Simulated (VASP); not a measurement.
Input of a VASP 6.6.1 run:

POSCAR

```
AlRu
1.0
    2.9916000000      0.0000000000      0.0224370000
    0.0000000000      2.9916000000      0.0000000000
    0.0224370000      0.0000000000      2.9916000000
Al Ru
1 1
Direct
    0.0000000000      0.0000000000      0.0000000000
    0.5000000000      0.5000000000      0.5000000000
```

File INCAR.step1:

```
SYSTEM = AlRu
  PREC = Accurate
  ENCUT = 520
  ISMEAR = 0
  SIGMA = 0.15
  LREAL = .False.
  LASPH = .True.
  NELM = 60
  NBANDS = 16
  GGA = PE
  ALGO = Normal
  EDIFF = 1E-4
  LWAVE = .True.
  LCHARG = .False.
```

The input INCAR.step2:

```
SYSTEM = AlRu
  PREC = Accurate
  ENCUT = 520
  EDIFF = 1E-7
  ISMEAR = 0
  SIGMA = 0.15
  LREAL = .False.
  LASPH = .True.
  NELM = 60
  ALGO = Normal
  ISIF = 2
  LWAVE = .False.
  LCHARG = .False.
  METAGGA = R2SCAN
  LMIXTAU = .True.
  NBANDS = 16
  ISTART = 1
```

File KPOINTS:

```
Automatic mesh
0
Gamma
  20 20 20
  0 0 0
```

Potentials or basis: VASP PAW PBE potentials, release 64 (Al, Ru_pv).

Command:

```sh
$ cat potpaw_PBE.64/Al/POTCAR potpaw_PBE.64/Ru_pv/POTCAR > POTCAR
$ cp INCAR.step1 INCAR
$ mpirun -np 1 vasp_std > vasp.out
$ cp INCAR.step2 INCAR
$ mpirun -np 1 vasp_std > vasp.out
```

**Question.** What does it give for the band gap on the k mesh?

**Answer.** Zero (an odd number of electrons rules out a gap without spin polarisation).

**Question.** What does it give for the pressure?

**Answer.** -1.8 GPa.

Stress tensor (GPa, compression positive):
```
-1.80  0.00 -1.98
 0.00 -1.80  0.00
-1.98  0.00 -1.80
```

Caveat: the cell differs from its parent crystal (strain +0.0150 x Voigt [0, 0, 0, 0, 1, 0]); the PAW data sets were made with another functional, which shifts forces and pressure a little.
